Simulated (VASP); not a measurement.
Here is a VASP 6.6.1 calculation.

INCAR

```
SYSTEM = Si
PREC = Accurate
ENCUT = 520
EDIFF = 1E-7
ISMEAR = 0
SIGMA = 0.01
LREAL = .False.
LASPH = .True.
NELM = 60
ALGO = Normal
ISIF = 2
LWAVE = .False.
LCHARG = .True.
GGA = CA
LELF = .True.
LVHAR = .True.
NBANDS = 11
```

KPOINTS

```
regular mesh
0
Gamma
  8 8 8
  0 0 0
```

Contents of POSCAR:

```
Si
1.0
    0.0000000000      2.7155000000      2.7155000000
    2.7155000000      0.0000000000      2.7155000000
    2.7155000000      2.7155000000      0.0000000000
Si
2
Direct
    0.0000000000      0.0000000000      0.0000000000
    0.2500000000      0.2500000000      0.2500000000
```

Potentials or basis: VASP PAW LDA potentials, release 64 (Si).

The run is started by

```bash
$ cat potpaw_LDA.64/Si/POTCAR > POTCAR
$ mpirun -np 1 vasp_std > vasp.out
```

(1) Estimate the pressure.

(2) What does it give for the band gap on the k mesh?

Results:

(1) -1.5 GPa.

(2) 0.51 eV, indirect (least direct gap 2.52 eV).
